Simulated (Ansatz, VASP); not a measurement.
**Two plane-wave programs on W**

The input INCAR:

```
PREC     = Accurate       # precision mode
ENCUT    = 600            # plane-wave cutoff, eV
EDIFF    = 1E-6           # SCF threshold, eV
ISMEAR   = 0              # smearing method
SIGMA    = 0.1            # smearing width, eV
LREAL    = F              # projectors in reciprocal space
LASPH    = T              # aspherical terms in the spheres
NELM     = 100            # most SCF steps
ALGO     = Normal         # electronic algorithm
ISIF     = 3              # what is computed and relaxed
LWAVE    = F              # write WAVECAR
LCHARG   = F              # write CHGCAR
GGA      = PE             # functional
IBRION   = 2              # ionic algorithm
NSW      = 100            # ionic steps
EDIFFG   = -0.002         # ionic threshold
```

KPOINTS

```
regular mesh
0
Gamma
  16 16 16
```

The input POSCAR:

```
W
1.0
   -1.6007500000      1.6007500000      1.6007500000
    1.6007500000     -1.6007500000      1.6007500000
    1.6007500000      1.6007500000     -1.6007500000
W
1
Direct
    0.0000000000      0.0000000000      0.0000000000
```

Input for Ansatz:

```yaml
crystal:
  lattice:
    - [-1.60075, 1.60075, 1.60075]
    - [1.60075, -1.60075, 1.60075]
    - [1.60075, 1.60075, -1.60075]
  atoms:
    - { symbol: W, position: [0.0, 0.0, 0.0] }
basis:
  ecutwfc: 420
kpoints:
  mp_grid: { grid: [16, 16, 16] }
hamiltonian:
  xc: pbe
  pseudopotentials: { kind: paw, azcp: { folder: soft_1 } }
scf:
  occupations: { method: gaussian, width: 0.1 }
output:
  forces: true
  stress: true
  eigenvalues: true
relax:
  adjacent_minimum: "off"
  f_tol: 0.002
  max_steps: 80
  cell: { stress_tol: 0.02 }
```

Alike in both runs: task relaxation of cell and atoms; functional PBE; k mesh 16 × 16 × 16; occupations gaussian, width 0.1 eV; no spin polarisation.

|  | VASP | Ansatz |
| --- | --- | --- |
| version | VASP 6.6.1 | Ansatz 0.2.0 |
| potentials or method | VASP PAW PBE potentials, release 64 (W_sv), cutoff 600 eV | scalar-relativistic, plane waves, PAW |
| valence electrons in the cell | 14 | 14 |

Ansatz gave:

* gap on the k mesh at the Fermi level, each at its own relaxed structure (eV): none
* relaxed volume (Å³/atom): 16.12
* relaxed cell length with the largest relative difference (Å): 2.756

Which values does VASP return?

gap on the k mesh at the Fermi level, each at its own relaxed structure (eV): none; relaxed volume (Å³/atom): 16.15; relaxed cell length with the largest relative difference (Å): 2.758.

A gap of «none» marks a metal or a gap that the smearing closes.

Neither program's run includes spin-orbit coupling.
